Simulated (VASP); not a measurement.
Here is a VASP 6.6.1 calculation.

The input POSCAR:

```
PmSe2
1.0
    0.0000000000      3.4912047469      3.4912047469
    3.4912047469      0.0000000000      3.4912047469
    3.4912047469      3.4912047469      0.0000000000
Pm Se
1 2
Direct
    0.0000000000      0.0000000000      0.0000000000
    0.2500000000      0.2500000000      0.2500000000
    0.7500000000      0.7500000000      0.7500000000
```

Contents of INCAR.step1:

```
SYSTEM = PmSe2
PREC     = Accurate       ! precision mode
ENCUT    = 520            ! plane-wave cutoff, eV
EDIFF    = 1E-7           ! SCF threshold, eV
ISMEAR   = 0              ! smearing method
SIGMA    = 0.05           ! smearing width, eV
LREAL    = .False.        ! projectors in reciprocal space
LASPH    = .True.         ! aspherical terms in the spheres
NELM     = 150            ! most SCF steps
ALGO     = Normal         ! electronic algorithm
ISIF     = 2              ! what is computed and relaxed
LWAVE    = .False.        ! write WAVECAR
LCHARG   = .True.         ! write CHGCAR
ISPIN    = 2              ! spin polarisation
MAGMOM   = 4.63 0 0       ! initial moments
LMAXMIX  = 6              ! l up to which the mixer works
GGA      = PE             ! functional
NBANDS   = 24             ! bands
```

KPOINTS.step1

```
Automatic mesh
0
Gamma
  8 8 8
  0 0 0
```

The input INCAR.step2:

```
SYSTEM = PmSe2
PREC     = Accurate       ! precision mode
ENCUT    = 520            ! plane-wave cutoff, eV
EDIFF    = 1E-7           ! SCF threshold, eV
ISMEAR   = -5             ! smearing method
SIGMA    = 0.05           ! smearing width, eV
LREAL    = .False.        ! projectors in reciprocal space
LASPH    = .True.         ! aspherical terms in the spheres
NELM     = 150            ! most SCF steps
ALGO     = Normal         ! electronic algorithm
ISIF     = 2              ! what is computed and relaxed
LWAVE    = .False.        ! write WAVECAR
LCHARG   = .False.        ! write CHGCAR
ISPIN    = 2              ! spin polarisation
MAGMOM   = 4.63 0 0       ! initial moments
LORBIT   = 11             ! projections on sites
LMAXMIX  = 6              ! l up to which the mixer works
GGA      = PE             ! functional
NBANDS   = 24             ! bands
NEDOS    = 2001           ! points of the DOS
ICHARG   = 11             ! starting density
```

File KPOINTS.step2:

```
Automatic mesh
0
Gamma
  12 12 12
  0 0 0
```

Potentials or basis: VASP PAW PBE potentials, release 64 (Pm, Se).

Launch:

```bash
$ cat potpaw_PBE.64/Pm/POTCAR potpaw_PBE.64/Se/POTCAR > POTCAR
$ cp INCAR.step1 INCAR
$ cp KPOINTS.step1 KPOINTS
$ mpirun -np 1 vasp_std > vasp.out
$ cp INCAR.step2 INCAR
$ cp KPOINTS.step2 KPOINTS
$ mpirun -np 1 vasp_std > vasp.out
```

(1) Predict the net moment.

(2) Predict the site moments.

Results:

(1) 3.93 μB per cell.

(2) Pm +4.17; Se -0.12 μB.

Caveat: the magnetic or orbital state may not be the lowest.
